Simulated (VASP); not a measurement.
# Ru (P6_3/mmc) in VASP: notebook, part 2 of 2

VASP 6.6.1.

## (5) Single point, PBEsol

This run uses another cell than the first one, of 13.34 Å³/atom.

The input, INCAR:

```
SYSTEM = Ru
ALGO = Fast
EDIFF = 1E-6
ENCUT = 520
GGA = PS
ISIF = 2
ISMEAR = -1
LASPH = .True.
LCHARG = .True.
LELF = .True.
LREAL = .False.
LVHAR = .True.
LWAVE = .False.
NBANDS = 21
NELM = 100
PREC = Accurate
SIGMA = 0.15
```

The input, KPOINTS:

```
k-points
0
Gamma
  18 18 10
  0 0 0
```

The input, POSCAR:

```
Ru
1.0
    2.6916927101      0.0000000000      0.0000000000
   -1.3458463550      2.3310742662      0.0000000000
    0.0000000000      0.0000000000      4.2517439356
Ru
2
Direct
    0.3333333333      0.6666666667      0.2500000000
    0.6666666667      0.3333333333      0.7500000000
```

Potentials or basis: VASP PAW PBE potentials, release 64 (Ru_pv).

Command:

```bash
> cat potpaw_PBE.64/Ru_pv/POTCAR > POTCAR
> mpirun -np 1 vasp_std > vasp.out
```

OUTCAR:

```text
SYSTEM = Ru
   EDIFF = 1E-6
   ENCUT = 520
   GGA = PS
   ISIF = 2
   ISMEAR = -1
   LASPH = .True.
   LREAL = .False.
   NELM = 100
   PREC = Accurate

 ion  position               nearest neighbor table
   1  0.333  0.667  0.250-   2 2.63   2 2.63   2 2.63   2 2.63   2 2.63   2 2.63
   2  0.667  0.333  0.750-   1 2.63   1 2.63   1 2.63   1 2.63   1 2.63   1 2.63

  LATTYP: Found a hexagonal cell.
 ALAT       =     2.6916927101
 C/A-ratio  =     1.5795799868

  Lattice vectors:

 A1 = (   2.6916927101,   0.0000000000,   0.0000000000)
 A2 = (  -1.3458463550,   2.3310742662,   0.0000000000)
 A3 = (   0.0000000000,   0.0000000000,   4.2517439356)

Analysis of symmetry for initial positions (statically):
=====================================================================
 Subroutine PRICEL returns:
 Original cell was already a primitive cell.

 Routine SETGRP: Setting up the symmetry group for a
 hexagonal supercell.

 Subroutine GETGRP returns: Found 24 space group operations
 (whereof 12 operations were pure point group operations)
 out of a pool of 24 trial point group operations.

The static configuration has the point symmetry D_3d.
[... 161 lines left out ...]

  energy without entropy =      -20.28073672  energy(sigma->0) =      -20.34106108

 E-fermi :  13.0392     XC(G=0): -14.3900

 val. band max:       13.0196711363   @ k =   0.1667   0.1111   0.3000
 cond. band min:      13.0412657933   @ k =   0.2222   0.1111   0.1000
 fundamental gap:      0.0215946570
 Fermi energy:        13.0391889486

 k-point     1 :       0.0000    0.0000    0.0000
  band No.  band energies     occupation
      1     -30.6447      2.00000
      2     -29.6480      2.00000
      3     -29.6480      2.00000
      4     -29.4655      2.00000
      5     -29.4655      2.00000
      6     -29.4206      2.00000
[... 565 lines left out ...]
     20      25.1179      0.00000
     21      25.3171      0.00000

 [... further k-points ...]

------------------------ aborting loop because EDIFF is reached ----------------------------------------

  FORCE on cell =-STRESS in cart. coord.  units (eV):
  Direction    XX          YY          ZZ          XY          YZ          ZX
  --------------------------------------------------------------------------------------
  -------------------------------------------------------------------------------------
  Total       -0.0089379     -0.0089379     -0.0044757     -0.0000000      0.0000000      0.0000000
  in kB       -0.5367799     -0.5367799     -0.2687987     -0.0000000      0.0000000      0.0000000
  external PRESSURE =      -0.4474528 kB  Pullay stress =       0.0000000 kB

 VOLUME and BASIS-vectors are now :
 -----------------------------------------------------------------------------
  energy-cutoff  :      520.00
  volume of cell :       26.68
      direct lattice vectors                 reciprocal lattice vectors
     2.691692710  0.000000000  0.000000000     0.371513433  0.214493381  0.000000000
    -1.345846355  2.331074266  0.000000000     0.000000000  0.428986761  0.000000000
     0.000000000  0.000000000  4.251743936     0.000000000  0.000000000  0.235197607

 POSITION                                       TOTAL-FORCE (eV/Angst)
 -----------------------------------------------------------------------------------
     -0.00000      1.55405      1.06294        -0.000000      0.000000      0.000000
      1.34585      0.77702      3.18881         0.000000      0.000000      0.000000
 -----------------------------------------------------------------------------------
    total drift:                               -0.000000      0.000000     -0.000000

  FREE ENERGIE OF THE ION-ELECTRON SYSTEM (eV)
  ---------------------------------------------------
  free  energy   TOTEN  =       -20.4013854502 eV

  energy  without entropy=      -20.2807367194  energy(sigma->0) =      -20.34106108
```

Run time: 2.7 min. Hardware: 1 thread of Intel Xeon 8259CL, shared host; peak memory 0.21 GiB.

What came out:

```
Free energy            : -20.4014 eV
Pressure               : 0.0 GPa
Band gap on the k mesh : zero (bands 14 and 15 overlap by 3.21 eV)
```

Levels at points of the mesh, in eV from the Fermi level:
```
           k point  band 11  band 12  band 13  band 14  band 15  band 16  band 17  band 18
(0.00, 0.00, 0.00)    -2.49    -1.98    -1.98    -1.45    -1.45     1.22     1.22     1.26
(0.50, 0.00, 0.00)    -2.13    -1.88    -1.57     1.46     1.90     1.99     4.14     6.21
(0.00, 0.00, 0.50)    -2.86    -2.86    -2.80    -2.80     0.56     0.56     0.56     0.56
(0.50, 0.00, 0.50)    -1.11    -1.11     0.43     0.43     1.73     1.73     3.42     3.42
```

Caveat: the PAW data sets were made with another functional, which shifts forces and pressure a little.

## (6) Single point, PBEsol

This run uses another cell than the first one, of 13.34 Å³/atom.

The input, INCAR:

```
ALGO = Normal ; EDIFF = 1E-7
ENCUT = 520 ; GGA = PS
ISIF = 2 ; ISMEAR = -1
LASPH = True ; LCHARG = True
LELF = True ; LREAL = False
LVHAR = True ; LWAVE = False
NBANDS = 21 ; NELM = 100
PREC = Accurate ; SIGMA = 0.15
```

The input, KPOINTS:

```
k-points
0
Gamma
  18 18 10
```

POSCAR is that of step 5.

Potentials or basis: VASP PAW PBE potentials, release 64 (Ru_pv).

Command:

```bash
> cat potpaw_PBE.64/Ru_pv/POTCAR > POTCAR
> mpirun -np 1 vasp_std > vasp.out
```

OUTCAR:

```text
EDIFF = 1E-7
   ENCUT = 520
   GGA = PS
   ISIF = 2
   ISMEAR = -1
   LASPH = True
   LREAL = False
   NELM = 100
   PREC = Accurate

 ion  position               nearest neighbor table
   1  0.333  0.667  0.250-   2 2.63   2 2.63   2 2.63   2 2.63   2 2.63   2 2.63
   2  0.667  0.333  0.750-   1 2.63   1 2.63   1 2.63   1 2.63   1 2.63   1 2.63

  LATTYP: Found a hexagonal cell.
 ALAT       =     2.6916927101
 C/A-ratio  =     1.5795799868

  Lattice vectors:

[... 762 lines left out ...]

 [... further k-points ...]

------------------------ aborting loop because EDIFF is reached ----------------------------------------

  FORCE on cell =-STRESS in cart. coord.  units (eV):
  Direction    XX          YY          ZZ          XY          YZ          ZX
  --------------------------------------------------------------------------------------
  -------------------------------------------------------------------------------------
  Total       -0.0139641     -0.0139641     -0.0104951     -0.0000000     -0.0000000      0.0000000
  in kB       -0.8386367     -0.8386367     -0.6302996     -0.0000000     -0.0000000      0.0000000
  external PRESSURE =      -0.7691910 kB  Pullay stress =       0.0000000 kB

 VOLUME and BASIS-vectors are now :
 -----------------------------------------------------------------------------
  energy-cutoff  :      520.00
  volume of cell :       26.68
      direct lattice vectors                 reciprocal lattice vectors
     2.691692710  0.000000000  0.000000000     0.371513433  0.214493381  0.000000000
    -1.345846355  2.331074266  0.000000000     0.000000000  0.428986761  0.000000000
     0.000000000  0.000000000  4.251743936     0.000000000  0.000000000  0.235197607

 POSITION                                       TOTAL-FORCE (eV/Angst)
 -----------------------------------------------------------------------------------
     -0.00000      1.55405      1.06294        -0.000000     -0.000000      0.000000
      1.34585      0.77702      3.18881         0.000000      0.000000      0.000000
 -----------------------------------------------------------------------------------
    total drift:                               -0.000000      0.000000     -0.000000

  FREE ENERGIE OF THE ION-ELECTRON SYSTEM (eV)
  ---------------------------------------------------
  free  energy   TOTEN  =       -20.4013855563 eV

  energy  without entropy=      -20.2807381414  energy(sigma->0) =      -20.34106185
```

OSZICAR:

```text
N       E                     dE             d eps       ncg     rms          rms(c)
DAV:   1     0.286121895066E+03    0.28612E+03   -0.17523E+04  9332   0.148E+03
DAV:   2    -0.160598600576E+02   -0.30218E+03   -0.29299E+03  9599   0.446E+02
DAV:   3    -0.219431520490E+02   -0.58833E+01   -0.58509E+01 10934   0.695E+01
DAV:   4    -0.219863930941E+02   -0.43241E-01   -0.43176E-01 11839   0.572E+00
DAV:   5    -0.219869269434E+02   -0.53385E-03   -0.53037E-03 10563   0.570E-01    0.202E+01
DAV:   6    -0.205007729091E+02    0.14862E+01   -0.33063E+00 10969   0.177E+01    0.528E+00
DAV:   7    -0.204123557709E+02    0.88417E-01   -0.62046E-01 10684   0.553E+00    0.958E-01
DAV:   8    -0.204032903751E+02    0.90654E-02   -0.16674E-02 10199   0.118E+00    0.511E-01
DAV:   9    -0.204013725725E+02    0.19178E-02   -0.18932E-03 10762   0.477E-01    0.334E-02
DAV:  10    -0.204013861192E+02   -0.13547E-04   -0.71862E-05 10507   0.876E-02    0.194E-02
DAV:  11    -0.204013855353E+02    0.58398E-06   -0.55890E-06 10599   0.226E-02    0.135E-03
DAV:  12    -0.204013855563E+02   -0.21081E-07   -0.29020E-07 10199   0.478E-03
   1 F= -.20401386E+02 E0= -.20341062E+02  d E =-.120647E+00
```

stdout:

```text
POSCAR found type information on POSCAR Ru
 POSCAR found :  1 types and       2 ions
 scaLAPACK will be used
 -----------------------------------------------------------------------------
|                                                                             |
|                                                                             |
|     You enforced a specific xc type in the INCAR file but a different       |
|     I HOPE YOU KNOW WHAT YOU ARE DOING!                                     |
|                                                                             |
 -----------------------------------------------------------------------------

 LDA part: xc-table for (Slater+PW92), standard interpolation
 POSCAR, INCAR and KPOINTS ok, starting setup
 FFT: planning ... GRIDC
 FFT: planning ... GRID_SOFT
 FFT: planning ... GRID
 WAVECAR not read
 entering main loop
```

Run time: 2.6 min. Hardware: 1 thread of Intel Xeon 8259CL, shared host; peak memory 0.21 GiB.

Results:

```
Free energy            : -20.4014 eV
Pressure               : -0.1 GPa
Band gap on the k mesh : zero (bands 14 and 15 overlap by 3.21 eV)
```

Caveat: the PAW data sets were made with another functional, which shifts forces and pressure a little.

## (7) The runs side by side

| cell | k mesh | smearing | gap on the mesh (eV) | pressure (GPa) |
| --- | --- | --- | --- | --- |
| a = 2.706, b = 2.706, c = 4.282 Å, angles 90.0, 90.0, 120.0°, 2 atoms | 9 × 9 × 4 | gaussian 0.1 eV | none | -6.2 |
| a = 2.673, b = 2.673, c = 4.226 Å, angles 90.0, 90.0, 120.0°, 2 atoms | 18 × 18 × 10 | fermi-dirac 0.15 eV | none | 7.3 |
| a = 2.690, b = 2.690, c = 4.252 Å, angles 90.0, 90.0, 120.0°, 2 atoms | 18 × 18 × 10 | gaussian 0.1 eV | none | 0.0 |
| a = 2.692, b = 2.692, c = 4.252 Å, angles 90.0, 90.0, 120.0°, 2 atoms | 18 × 18 × 10 | fermi-dirac 0.15 eV | none | -0.1 |

Alike in all rows: task single point; level PBEsol; potentials or basis VASP PAW PBE potentials, release 64 (Ru_pv); no spin polarisation; cutoff (eV) 520.

Caveats: some runs use coarse meshes; the PAW data sets were made with another functional, which shifts forces and pressure a little; the cell stands under pressure (at least some runs).

Total energies depend on the potentials used, so only differences within one code and one set of settings carry meaning.
